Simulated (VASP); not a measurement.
Input of a VASP 6.6.1 run:

POSCAR

```
Ba
1.0
   14.0000000000      0.0000000000      0.0000000000
    0.0000000000     14.4000000000      0.0000000000
    0.0000000000      0.0000000000     14.8000000000
Ba
1
Direct
    0.5000000000      0.5000000000      0.5000000000
```

The input INCAR.step1:

```
SYSTEM = Ba
ALGO = Normal
EDIFF = 1E-4
ENCUT = 520
GGA = PE
ISMEAR = -1
ISPIN = 2
ISYM = 0
LASPH = .TRUE.
LCHARG = .FALSE.
LREAL = .FALSE.
LWAVE = .TRUE.
MAGMOM = 0.01
NBANDS = 15
NELM = 150
PREC = Accurate
SIGMA = 0.01
```

Contents of INCAR.step2:

```
SYSTEM = Ba
ALGO = Normal
EDIFF = 1E-6
ENCUT = 520
ISIF = 2
ISMEAR = -1
ISPIN = 2
ISTART = 1
ISYM = 0
LASPH = .TRUE.
LCHARG = .FALSE.
LMIXTAU = .TRUE.
LORBIT = 11
LREAL = .FALSE.
LWAVE = .FALSE.
MAGMOM = 0.01
METAGGA = R2SCAN
NBANDS = 15
NELM = 150
PREC = Accurate
SIGMA = 0.01
```

File KPOINTS:

```
k-points
0
G
  1 1 1
  0 0 0
```

Potentials or basis: VASP PAW PBE potentials, release 64 (Ba_sv).

Command:

```bash
$ cat potpaw_PBE.64/Ba_sv/POTCAR > POTCAR
$ cp INCAR.step1 INCAR
$ mpirun -np 1 vasp_gam > vasp.out
$ cp INCAR.step2 INCAR
$ mpirun -np 1 vasp_gam > vasp.out
```

Task: Predict the band gap on the k mesh.

Result: 1.39 eV.

Task: Estimate the net moment.

Result: 0.00 μB per cell.

Task: Predict the pressure.

Result: 0.0 GPa.

Caveat: the PAW data sets were made with another functional, which shifts forces and pressure a little; spin-orbit coupling is left out, which moves the levels of the heavy elements.
